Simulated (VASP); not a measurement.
Wanted: the native input for a VASP 6.6.1 run.

```yaml
Task: single point
Functional: PBE
Potentials_or_basis: VASP PAW PBE potentials, release 64 (Si, O)
Cutoff: 520 eV
k_mesh: 6 × 6 × 6
Occupations: gaussian, width 0.01 eV
Spin: no spin polarisation
Dipole_correction: no
Further_INCAR_settings: ALGO = Normal; EDIFF = 1e-07; NBANDS = 44
```

The structure of SiO2 lies in POSCAR:

```
SiO2
1.0
    0.0000000000      4.7610223186      7.4276994519
    2.3794079006      0.0000000000      7.4276994519
    2.3794079006      4.7610223186      0.0000000000
Si O
4 8
Direct
    0.5631579709      0.5631579709      0.9368420291
    0.3131579709      0.3131579709      0.6868420291
    0.6868420291      0.6868420291      0.3131579709
    0.9368420291      0.9368420291      0.5631579709
    0.6250000000      0.1250000000      0.6250000000
    0.6250000000      0.6250000000      0.1250000000
    0.6250000000      0.6250000000      0.6250000000
    0.1250000000      0.6250000000      0.6250000000
    0.1862164975      0.8137835025      0.1862164975
    0.8137835025      0.1862164975      0.8137835025
    0.4362164975      0.0637835025      0.4362164975
    0.0637835025      0.4362164975      0.0637835025
```

One way to write it, as run:

INCAR

```
SYSTEM = SiO2
PREC     = Accurate       ! precision mode
ENCUT    = 520            ! plane-wave cutoff, eV
EDIFF    = 1E-7           ! SCF threshold, eV
ISMEAR   = 0              ! smearing method
SIGMA    = 0.01           ! smearing width, eV
LREAL    = .FALSE.        ! projectors in reciprocal space
LASPH    = .TRUE.         ! aspherical terms in the spheres
NELM     = 80             ! most SCF steps
ALGO     = Normal         ! electronic algorithm
ISIF     = 2              ! what is computed and relaxed
LWAVE    = .FALSE.        ! write WAVECAR
LCHARG   = .TRUE.         ! write CHGCAR
GGA      = PE             ! functional
LELF     = .TRUE.         ! ELF
LVHAR    = .TRUE.       
NBANDS   = 44             ! bands
```

KPOINTS

```
regular mesh
0
G
  6 6 6
  0 0 0
```

Potentials or basis: VASP PAW PBE potentials, release 64 (Si, O).

Run with:

```sh
$ cat potpaw_PBE.64/Si/POTCAR potpaw_PBE.64/O/POTCAR > POTCAR
$ mpirun -np 1 vasp_std > vasp.out
```

It gave:

```
Pressure               : 0.1 GPa
Largest force          : 0.034 eV/Å
Band gap on the k mesh : 5.60 eV
```

Wall time 7.6 min on 1 thread of Intel(R) Xeon(R) Platinum 8375C CPU @ 2.90GHz (Ice Lake), on a shared host, peak memory 0.55 GiB.
